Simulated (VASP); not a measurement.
In2GeS2, 5 atoms in the cell. It takes space group P-6m2 (No. 187, hexagonal). The conventional cell has a = 4.417 Å, b = 4.417 Å, c = 6.722 Å, α = 90.00°, β = 90.00°, γ = 120.00°. In (site symmetry 3m) has 3 Ge at 3.00 Å and 6 S at 3.11 Å and 2 In at 3.15 to 3.58 Å within 3.9 Å. Ge (site symmetry -6m2) has 6 In at 3.00 Å and 2 S at 3.36 Å within 3.9 Å. S (site symmetry -6m2) has 3 S at 2.55 Å and 6 In at 3.11 Å within 3.4 Å. Within 3.4 Å of S (site symmetry -6m2) lie 3 S at 2.55 Å and 6 In at 3.11 Å and 2 Ge at 3.36 Å. 

| Quantity | Value |
| --- | --- |
| Program | VASP 6.6.1 |
| Task | single point |
| Functional | PBE |
| Potentials or basis | VASP PAW PBE potentials, release 64 (In_d, Ge_d, S) |
| Cutoff | 520 eV |
| k mesh | 6 × 6 × 2 |
| Occupations | gaussian, width 0.1 eV |
| Spin | no spin polarisation |
| Dipole correction | no |
| Further INCAR settings | ALGO = Normal; EDIFF = 1e-07; NBANDS = 34 |

Potentials or basis: VASP PAW PBE potentials, release 64 (In_d, Ge_d, S).

Run with:

```sh
$ cat potpaw_PBE.64/In_d/POTCAR potpaw_PBE.64/Ge_d/POTCAR potpaw_PBE.64/S/POTCAR > POTCAR
$ mpirun -np 1 vasp_std > vasp.out
```

Hardware: 1 thread of AMD EPYC 9R45 96-Core Processor (Zen 5), on a shared host.

How long does it take, and how much memory?

It took 37 s on 1 thread of AMD EPYC 9R45 96-Core Processor (Zen 5), on a shared host, peak memory 0.23 GiB. Counts: scf iterations 14, k points 14.
